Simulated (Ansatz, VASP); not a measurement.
Two plane-wave programs on MnO

File INCAR:

```
SYSTEM = MnO
ALGO     = Normal         ! electronic algorithm
EDIFF    = 1E-6           ! SCF threshold, eV
ENCUT    = 520            ! plane-wave cutoff, eV
GGA      = CA             ! functional
ISIF     = 2              ! what is computed and relaxed
ISMEAR   = 0              ! smearing method
ISPIN    = 2              ! spin polarisation
LASPH    = .True.         ! aspherical terms in the spheres
LCHARG   = .True.         ! write CHGCAR
LDAU     = .True.         ! DFT+U
LDAUJ    = 0.7 0        
LDAUL    = 2 -1           ! shell
LDAUPRINT= 1            
LDAUTYPE = 1            
LDAUU    = 4 0            ! U, eV
LELF     = .True.         ! ELF
LMAXMIX  = 4              ! l up to which the mixer works
LORBIT   = 11             ! projections on sites
LREAL    = .False.        ! projectors in reciprocal space
LVHAR    = .True.       
LWAVE    = .False.        ! write WAVECAR
MAGMOM   = 4.66 0.24      ! initial moments
NBANDS   = 20             ! bands
NELM     = 150            ! most SCF steps
PREC     = Accurate       ! precision mode
SIGMA    = 0.05           ! smearing width, eV
```

Contents of KPOINTS:

```
k-points
0
Gamma
  7 7 7
  0 0 0
```

POSCAR

```
MnO
1.0
    0.0000000000      2.2220003300      2.2220003300
    2.2220003300      0.0000000000      2.2220003300
    2.2220003300      2.2220003300      0.0000000000
Mn O
1 1
Direct
    0.0000000000      0.0000000000      0.0000000000
    0.5000000000      0.5000000000      0.5000000000
```

Input for Ansatz:

```yaml
crystal:
  lattice:
    - [0.0, 2.22200033, 2.22200033]
    - [2.22200033, 0.0, 2.22200033]
    - [2.22200033, 2.22200033, 0.0]
  atoms:
    - { symbol: Mn, position: [0.0, 0.0, 0.0], spin: 5.0 }
    - { symbol: O, position: [0.5, 0.5, 0.5] }
basis:
  ecutwfc: 420
  ecutrho_ratio: 4
kpoints:
  mp_grid: { grid: [7, 7, 7] }
hamiltonian:
  xc: lda
  hubbard:
    sites:
      - { site: 0, l: d, u: 4.0, j: 0.7, starting_ns: [{ spin: up, occupation_matrix: s0up }, { spin: down, occupation_matrix: s0down }] }
    occupation_matrices:
      s0up:
        matrix:
          - [0.97, 0.0, 0.0, 0.0, 0.0]
          - [0.0, 0.97, 0.0, 0.0, 0.0]
          - [0.0, 0.0, 0.97, 0.0, 0.0]
          - [0.0, 0.0, 0.0, 0.97, 0.0]
          - [0.0, 0.0, 0.0, 0.0, 0.97]
      s0down:
        matrix:
          - [0.02, 0.0, 0.0, 0.0, 0.0]
          - [0.0, 0.02, 0.0, 0.0, 0.0]
          - [0.0, 0.0, 0.02, 0.0, 0.0]
          - [0.0, 0.0, 0.0, 0.02, 0.0]
          - [0.0, 0.0, 0.0, 0.0, 0.02]
    ns_hold: { iters: 12 }
scf:
  occupations: { method: gaussian, width: 0.05 }
  lower_state_search: "off"
  max_iter: 150
output:
  forces: true
  stress: true
  eigenvalues: true
  populations: true
  hubbard: { sites: [{ site: 0, l: d }] }
  write_density: true
  write_potential: true
  elf: true
  volumetric_format: npy
magnetization:
  spin_polarized: true
```

Alike in both runs: task single point; functional LDA; k mesh 7 × 7 × 7; occupations gaussian, width 0.05 eV; collinear spin; Hubbard terms Mn d U = 4.0 eV, J = 0.7 eV.

```csv
,VASP,Ansatz
version,VASP 6.6.1,Ansatz 0.2.0
potentials or method,"VASP PAW LDA potentials, release 64 (Mn_pv, O), cutoff 520 eV","scalar-relativistic, plane waves, PAW"
valence electrons in the cell,19,21
```

VASP gave:

| Item | Value |
| --- | --- |
| gap on the k mesh at the Fermi level (eV) | 0.16 |
| least direct gap on the mesh (eV) | 2.73 |
| pressure (GPa) | -5.3 |
| net moment per atom (μB) | 2.50 |
| size of the moment on the site where the two differ most (μB) | 4.56 |

**Question.** Which values does Ansatz return?

**Answer.** gap on the k mesh at the Fermi level (eV): 0.10; least direct gap on the mesh (eV): 2.60; pressure (GPa): -3.9; net moment per atom (μB): 2.50; size of the moment on the site where the two differ most (μB): 4.24.

LDA's correlation is that of Perdew and Zunger in VASP and of Perdew and Wang (1992) in Ansatz. Site moments also hang on the region over which each program counts them. The programs project onto different local orbitals, so the same U acts differently, and such runs can settle in different states. VASP's potentials hold 19 valence electrons a cell and Ansatz's 21, so a difference there can come from the potentials and not from the codes.
